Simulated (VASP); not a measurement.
# Al5As (Pmm2) in VASP: notebook

The runs below take Al5As through single point, relaxation of cell and atoms, with PBE.

All numbers are computed with VASP 6.6.1; they aren't measurements. Logs are shortened: lines on timing, memory, paths and dates and some standing lists are left out, and cuts for length are marked.

## (1) The cell of the first run

It takes space group Pmm2 (No. 25, orthorhombic). The conventional cell has a = 4.075 Å, b = 4.173 Å, c = 7.088 Å, α = 90.00°, β = 90.00°, γ = 90.00°. Within 3.5 Å of Al (site symmetry mm2) lie 2 As at 2.66 Å and 5 Al at 2.69 to 3.48 Å. Within 3.6 Å of Al (site symmetry mm2) lie 2 As at 2.70 Å and 9 Al at 2.75 to 3.48 Å. Al (site symmetry mm2) has 2 As at 2.67 Å and 8 Al at 2.80 to 2.92 Å within 3.5 Å. Al (site symmetry mm2) has 10 Al at 2.75 to 2.92 Å within 3.6 Å. Within 3.6 Å of Al (site symmetry mm2) lie 10 Al at 2.69 to 2.92 Å and 1 As at 3.47 Å. Within 3.5 Å of As (site symmetry mm2) lie 7 Al at 2.66 to 3.47 Å.

## (2) Single point, PBE

INCAR

```
SYSTEM = Al5As
  ALGO = Fast
  EDIFF = 1E-6
  ENCUT = 520
  GGA = PE
  ISIF = 2
  ISMEAR = 0
  LASPH = .True.
  LCHARG = .True.
  LELF = .True.
  LREAL = .False.
  LVHAR = .True.
  LWAVE = .False.
  NBANDS = 19
  NELM = 100
  PREC = Accurate
  SIGMA = 0.2
```

KPOINTS

```
k-points
0
Gamma
  4 4 3
  0 0 0
```

POSCAR

```
Al5As
1.0
    4.0750105389      0.0000000000      0.0000000000
    0.0000000000      4.1726182678      0.0000000000
    0.0000000000      0.0000000000      7.0878368256
Al As
5 1
Direct
    0.5000000000      0.0000000000      0.2464430212
    0.5000000000      0.0000000000      0.7550877849
    0.0000000000      0.5000000000      0.7697940865
    0.5000000000      0.5000000000      0.4991126109
    0.0000000000      0.0000000000      0.4948432529
    0.0000000000      0.0000000000      0.0047192437
```

Potentials or basis: VASP PAW PBE potentials, release 64 (Al, As).

Started as:

```
$ cat potpaw_PBE.64/Al/POTCAR potpaw_PBE.64/As/POTCAR > POTCAR
$ mpirun -np 1 vasp_std > vasp.out
```

OUTCAR:

```text
SYSTEM = Al5As
   EDIFF = 1E-6
   ENCUT = 520
   GGA = PE
   ISIF = 2
   ISMEAR = 0
   LASPH = .True.
   LREAL = .False.
   NELM = 100
   PREC = Accurate

 ion  position               nearest neighbor table
   1  0.500  0.000  0.246-   6 2.66   6 2.66   5 2.69   5 2.69   4 2.75   4 2.75
   2  0.500  0.000  0.755-   6 2.70   6 2.70   5 2.75   5 2.75   4 2.76   4 2.76   3 2.92   3 2.92
                             3 2.92   3 2.92
   3  0.000  0.500  0.770-   6 2.67   6 2.67   4 2.80   4 2.80   5 2.85   5 2.85   2 2.92   2 2.92
                             2 2.92   2 2.92
   4  0.500  0.500  0.499-   1 2.75   1 2.75   2 2.76   2 2.76   3 2.80   3 2.80   5 2.92   5 2.92
                             5 2.92   5 2.92
   5  0.000  0.000  0.495-   1 2.69   1 2.69   2 2.75   2 2.75   3 2.85   3 2.85   4 2.92   4 2.92
                             4 2.92   4 2.92
   6  0.000  0.000  0.005-   1 2.66   1 2.66   3 2.67   3 2.67   2 2.70   2 2.70

  LATTYP: Found a simple orthorhombic cell.
 ALAT       =     4.0750105389
 B/A-ratio  =     1.0239527550
 C/A-ratio  =     1.7393419619

  Lattice vectors:

 A1 = (   4.0750105389,   0.0000000000,   0.0000000000)
 A2 = (   0.0000000000,   4.1726182678,   0.0000000000)
 A3 = (   0.0000000000,   0.0000000000,   7.0878368256)

Analysis of symmetry for initial positions (statically):
=====================================================================
 Subroutine PRICEL returns:
 Original cell was already a primitive cell.

 Routine SETGRP: Setting up the symmetry group for a
 simple orthorhombic supercell.

 Subroutine GETGRP returns: Found  4 space group operations
 (whereof  4 operations were pure point group operations)
 out of a pool of  8 trial point group operations.

The static configuration has the point symmetry C_2v.

Analysis of symmetry for dynamics (positions and initial velocities):
=====================================================================
 Subroutine PRICEL returns:
 Original cell was already a primitive cell.

 Routine SETGRP: Setting up the symmetry group for a
 simple orthorhombic supercell.

 Subroutine GETGRP returns: Found  4 space group operations
 (whereof  4 operations were pure point group operations)
 out of a pool of  8 trial point group operations.

The dynamic configuration has the point symmetry C_2v.

 Subroutine INISYM returns: Found  4 space group operations
[... 99 lines left out ...]
   LREAL  =      F    real-space projection
   EDIFFG = 0.1E-04   stopping-criterion for IOM
   NSW    =      0    number of steps for IOM
   IBRION =     -1    ionic relax: 0-MD 1-quasi-New 2-CG
   NFREE  =      0    steps in history (QN), initial steepest desc. (CG)
   ISIF   =      2    stress and relaxation
   ISYM   =      2    0-nonsym 1-usesym 2-fastsym
   POTIM  = 0.5000    time-step for ionic-motion
   TEBEG  =    0.0;   TEEND  =   0.0 temperature during run
   PSTRESS=    0.0 pullay stress
   NELECT =      20.0000    total number of electrons
   NUPDOWN=      -1.0000    fix difference up-down
   EMIN   =  10.00;   EMAX   =-10.00  energy-range for DOS
   EFERMI =   0.00;   METHOD = LEGACY
   ISMEAR =     0;   SIGMA  =   0.20  broadening in eV -4-tet -1-fermi 0-gaus
   EFERMI_NEDOS =   21; number of points for ismear=-14 and -15
   IALGO  =     68    algorithm
   IMIX   =      4    mixing-type and parameters
     AMIX     =   0.40;   BMIX     =  1.00
     AMIX_MAG =   1.60;   BMIX_MAG =  1.00
  volume/ion in A,a.u.               =      20.09       135.55
  Fermi-wavevector in a.u.,A,eV,Ry     =   0.899638  1.700069 11.011855  0.809349
  Thomas-Fermi vector in A             =   2.022497
   LORBIT       =      0    0 simple, 1 ext, 2 COOP (PROOUT), +10 PAW based schemes
   GGA     = PE    functional components
   LHFCALC =     F    Hartree Fock is set to
   AEXX    =    0.0000 exact exchange contribution
   IVDW    =     0    specifies the selected vdW correction
   LEPSILON=     F    determine dielectric tensor
   LRPA    =     F    only Hartree local field effects (RPA)
 non-spin polarized calculation
 RMM-DIIS sequential band-by-band and
 Gauss-broadening in eV      SIGMA  =   0.20
  energy-cutoff  :      520.00
  volume of cell :      120.52
 maximum number of plane-waves:      3260
   NGX = 15   NGY = 15   NGZ = 27

 number of electron      20.0000000 magnetization

 Free energy of the ion-electron system (eV)
  ---------------------------------------------------
  ext. energy  EPLUGINS =         0.00000000
  ---------------------------------------------------
  free energy    TOTEN  =       -22.83672824 eV

  energy without entropy =      -22.80506414  energy(sigma->0) =      -22.82089619

 E-fermi :   5.8231     XC(G=0):  -9.4092

 val. band max:        5.7101732848   @ k =   0.0000   0.5000   0.0000
 cond. band min:       5.8285855933   @ k =   0.0000   0.5000   0.0000
 fundamental gap:      0.1184123085
 Fermi energy:         5.8231370662

 k-point     1 :       0.0000    0.0000    0.0000
  band No.  band energies     occupation
      1      -6.4041      2.00000
      2      -3.3385      2.00000
      3      -1.5112      2.00000
      4       2.7344      2.00000
      5       2.7438      2.00000
      6       4.1558      2.00000
[... 373 lines left out ...]
      6       0.3008      2.00000
[... 11 lines left out ...]
     18      13.3677      0.00000
     19      14.8345      0.00000

------------------------ aborting loop because EDIFF is reached ----------------------------------------

  FORCE on cell =-STRESS in cart. coord.  units (eV):
  Direction    XX          YY          ZZ          XY          YZ          ZX
  --------------------------------------------------------------------------------------
  -------------------------------------------------------------------------------------
  Total        0.1231315      0.0843623      0.0817636      0.0000000      0.0000000      0.0000000
  in kB        1.6369244      1.1215221      1.0869753      0.0000000      0.0000000      0.0000000
  external PRESSURE =       1.2818073 kB  Pullay stress =       0.0000000 kB

 VOLUME and BASIS-vectors are now :
 -----------------------------------------------------------------------------
  energy-cutoff  :      520.00
  volume of cell :      120.52
      direct lattice vectors                 reciprocal lattice vectors
     4.075010539  0.000000000  0.000000000     0.245398138  0.000000000  0.000000000
     0.000000000  4.172618268  0.000000000     0.000000000  0.239657677  0.000000000
     0.000000000  0.000000000  7.087836826     0.000000000  0.000000000  0.141086769

 POSITION                                       TOTAL-FORCE (eV/Angst)
 -----------------------------------------------------------------------------------
      2.03751      0.00000      1.74675         0.000000      0.000000      0.016193
      2.03751      0.00000      5.35194         0.000000      0.000000      0.005831
      0.00000      2.08631      5.45617         0.000000      0.000000     -0.007287
      2.03751      2.08631      3.53763         0.000000      0.000000      0.001834
      0.00000      0.00000      3.50737         0.000000      0.000000     -0.012118
      0.00000      0.00000      0.03345         0.000000      0.000000     -0.004452
 -----------------------------------------------------------------------------------
    total drift:                               -0.000000     -0.000000     -0.000016

  FREE ENERGIE OF THE ION-ELECTRON SYSTEM (eV)
  ---------------------------------------------------
  free  energy   TOTEN  =       -22.8367282380 eV

  energy  without entropy=      -22.8050641442  energy(sigma->0) =      -22.82089619
```

stdout:

```text
POSCAR found type information on POSCAR AlAs
 POSCAR found :  2 types and       6 ions
 scaLAPACK will be used
 LDA part: xc-table for (Slater+PW92), standard interpolation
 POSCAR, INCAR and KPOINTS ok, starting setup
 FFT: planning ... GRIDC
 FFT: planning ... GRID_SOFT
 FFT: planning ... GRID
 WAVECAR not read
 entering main loop
```

Wall time 27 s (1 thread of Intel Xeon Platinum 8488C (Sapphire Rapids), shared host); peak memory 0.22 GiB.

What came out:

- Free energy: -22.8367 eV
- Pressure: 0.1 GPa
- Largest force: 0.016 eV/Å
- Band gap on the k mesh: zero (band 10 reaches 6.70 eV, above the bottom of band 11 at 5.16 eV)

Forces on the atoms (eV/Å):
```
Al   0.000  0.000  0.016
Al   0.000  0.000  0.006
Al   0.000  0.000 -0.007
Al   0.000  0.000  0.002
Al   0.000  0.000 -0.012
As   0.000  0.000 -0.004
```

Levels at points of the mesh, in eV from the Fermi level:
```
           k point  band 6  band 7  band 8  band 9  band 10  band 11  band 12  band 13  band 14  band 15
(0.00, 0.00, 0.00)   -1.67   -1.41   -0.90   -0.85    -0.80     0.17     0.84     0.97     1.36     2.42
(0.50, 0.00, 0.00)   -4.95   -1.96   -0.54    0.35     0.88     1.01     1.01     2.13     2.35     2.36
(0.00, 0.50, 0.00)   -3.18   -2.40   -0.11    0.01     0.23     0.53     1.36     1.62     1.88     3.68
(0.50, 0.50, 0.00)   -4.47   -4.44   -3.48   -3.21    -2.23    -0.20     0.16     1.82     3.63     4.59
```

Caveat: the k points lie up to 0.39 Å⁻¹ apart.

## (3) Single point, PBE

This run uses another cell than the first one: it holds 12 atoms, not 6.

INCAR

```
SYSTEM = Al5As
PREC = Accurate
ENCUT = 520
EDIFF = 1E-6
ISMEAR = 0
SIGMA = 0.2
LREAL = .False.
LASPH = .True.
NELM = 80
ALGO = Fast
ISIF = 2
LWAVE = .False.
LCHARG = .True.
GGA = PE
LELF = .True.
LVHAR = .True.
NBANDS = 32
```

KPOINTS

```
regular mesh
0
Gamma
  4 4 2
  0 0 0
```

POSCAR

```
Al5As
1.0
    4.0676762438      0.0000000000      0.0000000000
    0.0000000000      4.0529221335      0.0000000000
    0.0000000000      0.0000000000     14.0800441611
Al As
10 2
Direct
    0.0000000000      0.5000000000      0.3175058993
    0.5000000000      0.0000000000      0.1091687100
    0.5000000000      0.0000000000      0.8656614443
    0.0000000000      0.5000000000      0.8803330024
    0.0000000000      0.0000000000      0.4502677892
    0.5000000000      0.0000000000      0.5943680168
    0.5000000000      0.5000000000      0.4580553327
    0.0000000000      0.5000000000      0.5964836014
    0.0000000000      0.0000000000      0.7293635147
    0.5000000000      0.5000000000      0.7352668381
    0.5000000000      0.5000000000      0.2095196441
    0.0000000000      0.0000000000      0.0000062069
```

Potentials or basis: VASP PAW PBE potentials, release 64 (Al, As).

Started as:

```
$ cat potpaw_PBE.64/Al/POTCAR potpaw_PBE.64/As/POTCAR > POTCAR
$ mpirun -np 1 vasp_std > vasp.out
```

OUTCAR:

```text
SYSTEM = Al5As
   PREC = Accurate
   ENCUT = 520
   EDIFF = 1E-6
   ISMEAR = 0
   LREAL = .False.
   LASPH = .True.
   NELM = 80
   ISIF = 2
   GGA = PE

 ion  position               nearest neighbor table
   1  0.000  0.500  0.318-  11 2.54  11 2.54   5 2.76   5 2.76   7 2.84   7 2.84
   2  0.500  0.000  0.109-  11 2.47  11 2.47  12 2.55  12 2.55
   3  0.500  0.000  0.866-  10 2.73  10 2.73  12 2.78  12 2.78   9 2.80   9 2.80   4 2.88   4 2.88
                             4 2.88   4 2.88
   4  0.000  0.500  0.880-  12 2.64  12 2.64   3 2.88   3 2.88   3 2.88   3 2.88  10 2.88  10 2.88
                             9 2.94   9 2.94
   5  0.000  0.000  0.450-   1 2.76   1 2.76   6 2.87   6 2.87   7 2.87   7 2.87   7 2.87   7 2.87
                             8 2.89   8 2.89
   6  0.500  0.000  0.594-   9 2.78   9 2.78   7 2.79   7 2.79  10 2.84  10 2.84   8 2.87   8 2.87
                             8 2.87   8 2.87   5 2.87   5 2.87
   7  0.500  0.500  0.458-   6 2.79   6 2.79   8 2.82   8 2.82   1 2.84   1 2.84   5 2.87   5 2.87
                             5 2.87   5 2.87
   8  0.000  0.500  0.596-   9 2.76   9 2.76   7 2.82   7 2.82  10 2.82  10 2.82   6 2.87   6 2.87
[... 844 lines left out ...]
------------------------ aborting loop because EDIFF is reached ----------------------------------------

  FORCE on cell =-STRESS in cart. coord.  units (eV):
  Direction    XX          YY          ZZ          XY          YZ          ZX
  --------------------------------------------------------------------------------------
  -------------------------------------------------------------------------------------
  Total        0.1349458      0.1578836      0.1531320      0.0000000      0.0000000      0.0000000
  in kB        0.9314323      1.0897549      1.0569581      0.0000000      0.0000000      0.0000000
  external PRESSURE =       1.0260484 kB  Pullay stress =       0.0000000 kB

 VOLUME and BASIS-vectors are now :
 -----------------------------------------------------------------------------
  energy-cutoff  :      520.00
  volume of cell :      232.12
      direct lattice vectors                 reciprocal lattice vectors
     4.067676244  0.000000000  0.000000000     0.245840608  0.000000000  0.000000000
     0.000000000  4.052922134  0.000000000     0.000000000  0.246735557  0.000000000
     0.000000000  0.000000000 14.080044161     0.000000000  0.000000000  0.071022505

 POSITION                                       TOTAL-FORCE (eV/Angst)
 -----------------------------------------------------------------------------------
      0.00000      2.02646      4.47050         0.000000      0.000000     -0.005168
      2.03384      0.00000      1.53710         0.000000      0.000000     -0.001765
      2.03384      0.00000     12.18855         0.000000      0.000000     -0.029965
      0.00000      2.02646     12.39513         0.000000      0.000000     -0.030075
      0.00000      0.00000      6.33979         0.000000      0.000000      0.012615
      2.03384      0.00000      8.36873         0.000000      0.000000     -0.012185
      2.03384      2.02646      6.44944         0.000000      0.000000      0.014371
      0.00000      2.02646      8.39852         0.000000      0.000000     -0.012411
      0.00000      0.00000     10.26947         0.000000      0.000000      0.010145
      2.03384      2.02646     10.35259         0.000000      0.000000      0.026697
      2.03384      2.02646      2.95005         0.000000      0.000000      0.002125
      0.00000      0.00000      0.00009         0.000000      0.000000      0.025616
 -----------------------------------------------------------------------------------
    total drift:                               -0.000000     -0.000000     -0.000093

  FREE ENERGIE OF THE ION-ELECTRON SYSTEM (eV)
  ---------------------------------------------------
  free  energy   TOTEN  =       -46.9934524072 eV

  energy  without entropy=      -46.9084584439  energy(sigma->0) =      -46.95095543
```

OSZICAR:

```text
N       E                     dE             d eps       ncg     rms          rms(c)
DAV:   1     0.677543681973E+02    0.67754E+02   -0.14519E+04  1152   0.102E+03
DAV:   2    -0.416875643669E+02   -0.10944E+03   -0.10460E+03  1392   0.136E+02
DAV:   3    -0.481946370426E+02   -0.65071E+01   -0.63822E+01  1528   0.291E+01
DAV:   4    -0.483207623197E+02   -0.12613E+00   -0.12596E+00  1384   0.472E+00
DAV:   5    -0.483241285339E+02   -0.33662E-02   -0.33659E-02  1616   0.847E-01    0.565E+00
RMM:   6    -0.472365700097E+02    0.10876E+01   -0.14207E+00  1260   0.234E+00    0.346E+00
RMM:   7    -0.470569879648E+02    0.17958E+00   -0.27662E-01  1212   0.153E+00    0.219E+00
RMM:   8    -0.470201547819E+02    0.36833E-01   -0.17096E-01  1351   0.122E+00    0.727E-01
RMM:   9    -0.469953575815E+02    0.24797E-01   -0.30351E-02  1334   0.582E-01    0.351E-01
RMM:  10    -0.469931241996E+02    0.22334E-02   -0.89052E-03  1362   0.329E-01    0.115E-01
RMM:  11    -0.469933671629E+02   -0.24296E-03   -0.12932E-03  1418   0.144E-01    0.830E-02
RMM:  12    -0.469934863555E+02   -0.11919E-03   -0.55063E-04  1332   0.860E-02    0.357E-02
RMM:  13    -0.469934490813E+02    0.37274E-04   -0.15892E-04  1380   0.445E-02    0.167E-02
RMM:  14    -0.469934516507E+02   -0.25694E-05   -0.29371E-05  1519   0.236E-02    0.161E-02
RMM:  15    -0.469934524072E+02   -0.75646E-06   -0.64226E-06  1254   0.109E-02
   1 F= -.46993452E+02 E0= -.46950955E+02  d E =-.849940E-01
```

stdout:

```text
POSCAR found type information on POSCAR AlAs
 POSCAR found :  2 types and      12 ions
 scaLAPACK will be used
 LDA part: xc-table for (Slater+PW92), standard interpolation
 POSCAR, INCAR and KPOINTS ok, starting setup
 FFT: planning ... GRIDC
 FFT: planning ... GRID_SOFT
 FFT: planning ... GRID
 WAVECAR not read
 entering main loop
```

Run time: 2.1 min. Hardware: 1 thread of Intel Xeon Platinum 8488C (Sapphire Rapids), shared host; peak memory 0.34 GiB.

What came out:

```
Free energy            : -46.9935 eV
Pressure               : 0.1 GPa
Largest force          : 0.030 eV/Å
Band gap on the k mesh : zero (band 20 reaches 6.95 eV, above the bottom of band 21 at 5.53 eV)
```

Forces in eV/Å, atoms in the order of the input:
```
Al   0.000  0.000 -0.005
Al   0.000  0.000 -0.002
Al   0.000  0.000 -0.030
Al   0.000  0.000 -0.030
Al   0.000  0.000  0.013
Al   0.000  0.000 -0.012
Al   0.000  0.000  0.014
Al   0.000  0.000 -0.012
Al   0.000  0.000  0.010
Al   0.000  0.000  0.027
As   0.000  0.000  0.002
As   0.000  0.000  0.026
```

Caveat: the k points lie up to 0.39 Å⁻¹ apart.

(Part 1 of 2 ends here.)
